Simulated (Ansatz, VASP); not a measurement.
# One calculation of Si4Se3, two programs

```
Si Se
1.0
    -2.57619    2.57553    5.18251
     2.57619   -2.57553    5.18251
     2.57619    2.57553   -5.18251
Si Se
4 3
Cartesian
  1.2881 1.2878 -2.5913
  1.2881 -1.2878 2.5913
  -1.2881 1.2878 2.5913
  1.2881 1.2878 2.5913
  2.5762 0.0000 0.0000
  0.0000 0.0000 5.1825
  0.0000 2.5755 0.0000
```

Alike in both runs: functional PBE; k mesh 4 × 4 × 4; occupations gaussian, width 0.2 eV; no spin polarisation.

Ansatz relaxed the structure, and its values are those at the end. VASP's run is a single point on that final structure, the one shown.

|  | VASP | Ansatz |
| --- | --- | --- |
| version | VASP 6.6.1 | Ansatz 0.2.0 |
| potentials or method | VASP PAW PBE potentials, release 64 (Si, Se), cutoff 500 eV | scalar-relativistic, plane waves, PAW |
| valence electrons in the cell | 34 | 64 |

|  | VASP | Ansatz | Ansatz less VASP |
| --- | --- | --- | --- |
| gap on the k mesh at the Fermi level (eV) | none | none | - |
| pressure (GPa) | 0.3 | 0.3 | -0.03 |

A gap of «none» marks a metal or a gap that the smearing closes. The functional is the same, so the differences come from potentials, cutoffs and numerics. VASP's potentials hold 34 valence electrons a cell and Ansatz's 64, so a difference there can come from the potentials and not from the codes.

The k mesh is coarse, so the values compare programs but aren't converged.
